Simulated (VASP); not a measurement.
Here is a VASP 6.6.1 calculation.

File INCAR:

```
SYSTEM = MgS
  ALGO = Normal
  EDIFF = 1E-6
  ENCUT = 520
  GGA = PS
  ISIF = 2
  ISMEAR = 0
  LASPH = .True.
  LCHARG = .False.
  LREAL = .False.
  LWAVE = .False.
  NBANDS = 11
  NELM = 100
  PREC = Accurate
  SIGMA = 0.01
```

KPOINTS

```
k-points
0
Gamma
  8 8 8
  0 0 0
```

POSCAR

```
MgS
1.0
    0.0000000000      2.5802346226      2.5802346226
    2.5802346226      0.0000000000      2.5802346226
    2.5802346226      2.5802346226      0.0000000000
Mg S
1 1
Direct
    0.0000000000      0.0000000000      0.0000000000
    0.5000000000      0.5000000000      0.5000000000
```

Potentials or basis: VASP PAW PBE potentials, release 64 (Mg, S).

The run is started by

```console
$ cat potpaw_PBE.64/Mg/POTCAR potpaw_PBE.64/S/POTCAR > POTCAR
$ mpirun -np 1 vasp_std > vasp.out
```

Problem. Estimate the pressure.

Solution. 0.8 GPa.

Problem. Estimate the band gap on the k mesh.

Solution. 2.76 eV, indirect (least direct gap 3.79 eV).

Caveat: the PAW data sets were made with another functional, which shifts forces and pressure a little. A k mesh can miss the band edges.
